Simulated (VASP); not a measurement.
# MgI2 (P-3m1) in VASP: further runs, part 2 of 2

VASP 6.6.1. The steps go on from the part before.

### Step 3. Single point, PBE

File INCAR:

```
SYSTEM = MgI2
PREC = Accurate
ENCUT = 520
EDIFF = 1E-6
ISMEAR = 0
SIGMA = 0.05
LREAL = .FALSE.
LASPH = .TRUE.
NELM = 80
ALGO = Normal
ISIF = 2
LWAVE = .FALSE.
LCHARG = .FALSE.
GGA = PE
NBANDS = 15
```

File KPOINTS:

```
regular mesh
0
G
  6 6 4
  0 0 0
```

File POSCAR:

```
MgI2
1.0
    4.2516112781      0.0000000000      0.0000000000
   -2.1258056391      3.6820033739      0.0000000000
    0.0000000000      0.0000000000      7.8941785324
Mg I
1 2
Direct
    0.0000000000      0.0000000000      0.0000000000
    0.3333333333      0.6666666667      0.8012283115
    0.6666666667      0.3333333333      0.1987716885
```

Potentials or basis: VASP PAW PBE potentials, release 64 (Mg, I).

Command:

```console
$ cat potpaw_PBE.64/Mg/POTCAR potpaw_PBE.64/I/POTCAR > POTCAR
$ mpirun -np 1 vasp_std > vasp.out
```

OUTCAR:

```text
SYSTEM = MgI2
   PREC = Accurate
   ENCUT = 520
   EDIFF = 1E-6
   ISMEAR = 0
   LREAL = .FALSE.
   LASPH = .TRUE.
   NELM = 80
   ISIF = 2
   GGA = PE

 ion  position               nearest neighbor table
   1  0.000  0.000  0.000-   2 2.91   3 2.91   3 2.91   2 2.91   3 2.91   2 2.91
   2  0.333  0.667  0.801-   1 2.91   1 2.91   1 2.91
   3  0.667  0.333  0.199-   1 2.91   1 2.91   1 2.91

  LATTYP: Found a hexagonal cell.
 ALAT       =     4.2516112781
 C/A-ratio  =     1.8567498334

  Lattice vectors:

 A1 = (   4.2516112781,   0.0000000000,   0.0000000000)
 A2 = (  -2.1258056391,   3.6820033739,   0.0000000000)
 A3 = (   0.0000000000,   0.0000000000,   7.8941785324)

Analysis of symmetry for initial positions (statically):
[... 33 lines left out ...]
                                     Primitive cell

  volume of cell :     123.5790

  direct lattice vectors                    reciprocal lattice vectors
     4.251611278  0.000000000  0.000000000     0.235204946  0.135795639  0.000000000
    -2.125805639  3.682003374  0.000000000     0.000000000  0.271591277  0.000000000
     0.000000000  0.000000000  7.894178532     0.000000000  0.000000000  0.126675625

  length of vectors
     4.251611278  4.251611278  7.894178532     0.271591277  0.271591277  0.126675625

  position of ions in fractional coordinates (direct lattice)
     0.000000000  0.000000000  0.000000000
     0.333333333  0.666666667  0.801228311
     0.666666667  0.333333333  0.198771689

  ion indices of the primitive-cell ions
   primitive index   ion index
                 1           1
                 2           2
                 3           3

----------------------------------------------------------------------------------------

 KPOINTS: regular mesh

Automatic generation of k-mesh.
 Grid dimensions read from file:
 generate k-points for:    6    6    4

 Generating k-lattice:

  Cartesian coordinates                     Fractional coordinates (reciprocal lattice)
[... 81 lines left out ...]
  Fermi-wavevector in a.u.,A,eV,Ry     =   0.828196  1.565064  9.332359  0.685909
  Thomas-Fermi vector in A             =   1.940531
   LORBIT       =      0    0 simple, 1 ext, 2 COOP (PROOUT), +10 PAW based schemes
   GGA     = PE    functional components
[... 6 lines left out ...]
 Gauss-broadening in eV      SIGMA  =   0.05
  energy-cutoff  :      520.00
  volume of cell :      123.58
 maximum number of plane-waves:      3372
   NGX = 15   NGY = 15   NGZ = 29

 number of electron      15.9999999 magnetization

 Free energy of the ion-electron system (eV)
  ---------------------------------------------------
  ext. energy  EPLUGINS =         0.00000000
  ---------------------------------------------------
  free energy    TOTEN  =        -7.69816400 eV

  energy without entropy =       -7.69816400  energy(sigma->0) =       -7.69816400

 E-fermi :   0.7966     XC(G=0):  -7.2326

 val. band max:        0.5756927549   @ k =   0.1667   0.0000   0.0000
 cond. band min:       4.3390135660   @ k =   0.5000   0.0000   0.2500
 fundamental gap:      3.7633208110
 Fermi energy:         0.7966167982

 k-point     1 :       0.0000    0.0000    0.0000
  band No.  band energies     occupation
      1     -11.1570      2.00000
      2     -10.4897      2.00000
      3      -2.1992      2.00000
      4       0.1894      2.00000
      5       0.1894      2.00000
      6       0.5211      2.00000
      7       0.5528      2.00000
      8       0.5528      2.00000
      9       4.4457      0.00000
     10       5.4391      0.00000
     11       7.1686      0.00000
     12       7.1686      0.00000
     13       7.4646      0.00000
     14       8.6676      0.00000
[... 401 lines left out ...]
      2     -10.3734      2.00000
      3      -2.4878      2.00000
      4      -1.7781      2.00000
      5      -1.7781      2.00000
      6      -1.0971      2.00000
      7       0.1830      2.00000
      8       0.1830      2.00000
      9       5.5226      0.00000
     10       7.1486      0.00000
     11       7.1486      0.00000
     12       8.5350      0.00000
     13       8.6314      0.00000
     14       8.9495      0.00000
     15       9.1087      0.00000

------------------------ aborting loop because EDIFF is reached ----------------------------------------

  FORCE on cell =-STRESS in cart. coord.  units (eV):
  Direction    XX          YY          ZZ          XY          YZ          ZX
  --------------------------------------------------------------------------------------
  -------------------------------------------------------------------------------------
  Total        0.2928722      0.2928722      1.3250168     -0.0000000      0.0000000      0.0000000
  in kB        3.7970307      3.7970307     17.1785816     -0.0000000      0.0000000      0.0000000
  external PRESSURE =       8.2575477 kB  Pullay stress =       0.0000000 kB

 VOLUME and BASIS-vectors are now :
 -----------------------------------------------------------------------------
  energy-cutoff  :      520.00
  volume of cell :      123.58
      direct lattice vectors                 reciprocal lattice vectors
     4.251611278  0.000000000  0.000000000     0.235204946  0.135795639  0.000000000
    -2.125805639  3.682003374  0.000000000     0.000000000  0.271591277  0.000000000
     0.000000000  0.000000000  7.894178532     0.000000000  0.000000000  0.126675625

 POSITION                                       TOTAL-FORCE (eV/Angst)
 -----------------------------------------------------------------------------------
      0.00000      0.00000      0.00000         0.000000      0.000000      0.000000
     -0.00000      2.45467      6.32504        -0.000000      0.000000     -0.431086
      2.12581      1.22733      1.56914         0.000000      0.000000      0.431086
 -----------------------------------------------------------------------------------
    total drift:                               -0.000000      0.000000     -0.000000

  FREE ENERGIE OF THE ION-ELECTRON SYSTEM (eV)
  ---------------------------------------------------
  free  energy   TOTEN  =        -7.6981639983 eV

  energy  without entropy=       -7.6981639983  energy(sigma->0) =       -7.69816400
```

OSZICAR:

```text
N       E                     dE             d eps       ncg     rms          rms(c)
DAV:   1     0.789853586804E+02    0.78985E+02   -0.55673E+03   720   0.820E+02
DAV:   2    -0.712137341057E+00   -0.79697E+02   -0.71927E+02   982   0.127E+02
DAV:   3    -0.769431825242E+01   -0.69822E+01   -0.69489E+01  1007   0.439E+01
DAV:   4    -0.785771733507E+01   -0.16340E+00   -0.16339E+00   973   0.790E+00
DAV:   5    -0.786008902790E+01   -0.23717E-02   -0.23717E-02  1017   0.914E-01    0.383E+00
DAV:   6    -0.772571166166E+01    0.13438E+00   -0.12455E-01   818   0.173E+00    0.260E+00
DAV:   7    -0.770011482774E+01    0.25597E-01   -0.13796E-01   860   0.181E+00    0.730E-01
DAV:   8    -0.769803607662E+01    0.20788E-02   -0.99203E-03   818   0.534E-01    0.230E-01
DAV:   9    -0.769816924758E+01   -0.13317E-03   -0.90503E-04   951   0.180E-01    0.872E-02
DAV:  10    -0.769815671268E+01    0.12535E-04   -0.36566E-05   895   0.407E-02    0.312E-02
DAV:  11    -0.769816346977E+01   -0.67571E-05   -0.13170E-05   902   0.238E-02    0.172E-02
DAV:  12    -0.769816399826E+01   -0.52849E-06   -0.36368E-07   689   0.397E-03
   1 F= -.76981640E+01 E0= -.76981640E+01  d E =-.394065E-11
```

Run time: 18 s. Hardware: 1 thread of AMD EPYC 9R45 (Zen 5), shared host; peak memory 0.22 GiB.

What came out:

| Property | Result |
| --- | --- |
| Free energy | -7.6982 eV |
| Pressure | 0.8 GPa |
| Largest force | 0.431 eV/Å |
| Band gap on the k mesh | 3.76 eV, indirect (least direct gap 3.89 eV) |

Forces in eV/Å, atoms in the order of the input:
```
Mg   0.000  0.000  0.000
I    0.000  0.000 -0.431
I    0.000  0.000  0.431
```

Caveat: spin-orbit coupling is left out, which moves the levels of the heavy elements; this functional lacks dispersion, which binds the layers, so the pressure and a relaxed spacing across them are unreliable.
